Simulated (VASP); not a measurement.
Write the native input for VASP 6.6.1 that does the following.

| Property | Result |
| --- | --- |
| Task | relaxation of cell and atoms |
| Functional | PBE |
| Potentials or basis | VASP PAW PBE potentials, release 64 (Al, P) |
| Cutoff | 500 eV |
| k mesh | 10 × 10 × 10 |
| Occupations | gaussian, width 0.01 eV |
| Spin | no spin polarisation |
| Target pressure | 20 GPa |
| Dipole correction | no |
| Further INCAR settings | ALGO = Normal; EDIFF = 1e-07; IBRION = 2; EDIFFG = -0.001; NSW = 80; ISIF = 3 |

The structure of AlP lies in POSCAR:

```
AlP
1.0
    0.0000000000      2.6016099456      2.6016099456
    2.6016099456      0.0000000000      2.6016099456
    2.6016099456      2.6016099456      0.0000000000
Al P
1 1
Direct
    0.0000000000      0.0000000000      0.0000000000
    0.7500000000      0.7500000000      0.7500000000
```

These files were run (other wordings do the same):

INCAR

```
SYSTEM = AlP
ALGO = Normal
EDIFF = 1E-7
EDIFFG = -0.001
ENCUT = 500
GGA = PE
GGA_COMPAT = .False.
IBRION = 2
ISIF = 3
ISMEAR = 0
LASPH = .True.
LCHARG = .False.
LREAL = .False.
LWAVE = .False.
NELM = 120
NELMIN = 4
NSW = 80
PREC = Accurate
PSTRESS = 200.0
SIGMA = 0.01
```

KPOINTS

```
k-points
0
Gamma
  10 10 10
  0 0 0
```

Potentials or basis: VASP PAW PBE potentials, release 64 (Al, P).

Command:

```bash
$ cat potpaw_PBE.64/Al/POTCAR potpaw_PBE.64/P/POTCAR > POTCAR
$ mpirun -np 1 vasp_std > vasp.out
```

Results of the run:

| Quantity | Value |
| --- | --- |
| Relaxed volume | 17.59 Å³/atom |
| Relaxed cell | a = 3.678 Å, b = 3.678 Å, c = 3.678 Å, α = 60.00°, β = 60.00°, γ = 60.00° |
| Space group after relaxing (to 0.05 Å) | F-43m (No. 216) |
| Energy change on relaxing (the enthalpy is what falls) | +2.4 meV/atom |
| Ionic steps | 3 |
| Pressure after relaxing | 20.0 GPa |
| Band gap on the k mesh | 1.25 eV, indirect (least direct gap 3.66 eV) |

Caveat: the cell is relaxed towards a set pressure, so the enthalpy falls and the energy may rise.

Run time: 12 s on 1 thread of Intel(R) Xeon(R) 6975P-C (Granite Rapids), with other jobs on the host, peak memory 0.15 GiB.
